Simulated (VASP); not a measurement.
MgS, 2 atoms in the cell. It takes space group F-43m (No. 216, cubic). Conventional cell: a = 5.666 Å, b = 5.666 Å, c = 5.666 Å, α = 90.00°, β = 90.00°, γ = 90.00°. Within 3.2 Å of S (site symmetry -43m) lie 4 Mg at 2.45 Å. Within 3.2 Å of Mg (site symmetry -43m) lie 4 S at 2.45 Å. 

```yaml
Program: VASP 6.6.1
Task: relaxation of cell and atoms
Functional: PBEsol
Potentials_or_basis: VASP PAW PBE potentials, release 64 (S, Mg)
Cutoff: 600 eV
k_mesh: 8 × 8 × 8
Occupations: fermi-dirac, width 0.05 eV
Spin: no spin polarisation
Target_pressure: 10 GPa
Dipole_correction: no
Further_INCAR_settings: ALGO = Normal; EDIFF = 1e-06; IBRION = 2; EDIFFG = -0.02; NSW = 80; ISIF = 3
```

Potentials or basis: VASP PAW PBE potentials, release 64 (S, Mg).

Launch:

```sh
$ cat potpaw_PBE.64/S/POTCAR potpaw_PBE.64/Mg/POTCAR > POTCAR
$ mpirun -np 1 vasp_std > vasp.out
```

Hardware: 1 thread of Intel(R) Xeon(R) Platinum 8488C (Sapphire Rapids), on a shared host.

Problem. How long does it take, and how much memory?

Solution. Run time: 23 s on 1 thread of Intel(R) Xeon(R) Platinum 8488C (Sapphire Rapids), with other jobs on the host, peak memory 0.19 GiB. Counts: scf iterations 27, k points 29, ion steps 3.
